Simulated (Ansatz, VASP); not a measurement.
TaSb in VASP and in Ansatz

INCAR

```
SYSTEM = TaSb
PREC = Accurate
ENCUT = 600
EDIFF = 1E-6
ISMEAR = -1
SIGMA = 0.15
LREAL = .FALSE.
LASPH = .TRUE.
NELM = 80
ALGO = Normal
ISIF = 3
LWAVE = .FALSE.
LCHARG = .FALSE.
GGA = PS
IBRION = 2
NSW = 80
EDIFFG = -0.001
```

The input KPOINTS:

```
Automatic mesh
0
G
  14 14 14
  0 0 0
```

The input POSCAR:

```
TaSb
1.0
    0.0000000000      2.7910023015      2.7910023015
    2.7910023015      0.0000000000      2.7910023015
    2.7910023015      2.7910023015      0.0000000000
Ta Sb
1 1
Direct
    0.5000000000      0.5000000000      0.5000000000
    0.0000000000      0.0000000000      0.0000000000
```

Input for Ansatz:

```yaml
crystal:
  lattice:
    - [0.0, 2.7910023015, 2.7910023015]
    - [2.7910023015, 0.0, 2.7910023015]
    - [2.7910023015, 2.7910023015, 0.0]
  atoms:
    - { symbol: Ta, position: [0.5, 0.5, 0.5] }
    - { symbol: Sb, position: [0.0, 0.0, 0.0] }
basis:
  ecutwfc: 420
kpoints:
  mp_grid: { grid: [14, 14, 14] }
hamiltonian:
  xc: pbesol
scf:
  occupations: { method: fermi_dirac, width: 0.15 }
output:
  forces: true
  stress: true
  eigenvalues: true
relax:
  adjacent_minimum: "off"
  f_tol: 0.001
  max_steps: 60
  cell: { stress_tol: 0.01 }
```

Alike in both runs: task relaxation of cell and atoms; functional PBEsol; k mesh 14 × 14 × 14; occupations fermi-dirac, width 0.15 eV; no spin polarisation.

```csv
,VASP,Ansatz
version,VASP 6.6.1,Ansatz 0.2.0
potentials or method,"VASP PAW PBE potentials, release 64 (Ta_pv, Sb), cutoff 600 eV","scalar-relativistic, plane waves, PAW"
valence electrons in the cell,16,28
```

```tsv
	VASP	Ansatz	Ansatz less VASP
gap on the k mesh at the Fermi level, each at its own relaxed structure (eV)	none	none	-
relaxed volume (Å³/atom)	21.87	21.82	-0.047
relaxed cell length with the largest relative difference (Å)	3.955	3.952	-0.0028
```

VASP's potentials were made for PBE, not for PBEsol. A gap of «none» marks a metal or a gap that the smearing closes. VASP's potentials hold 16 valence electrons a cell and Ansatz's 28, so a difference there can come from the potentials and not from the codes.

Spin-orbit coupling is off throughout.
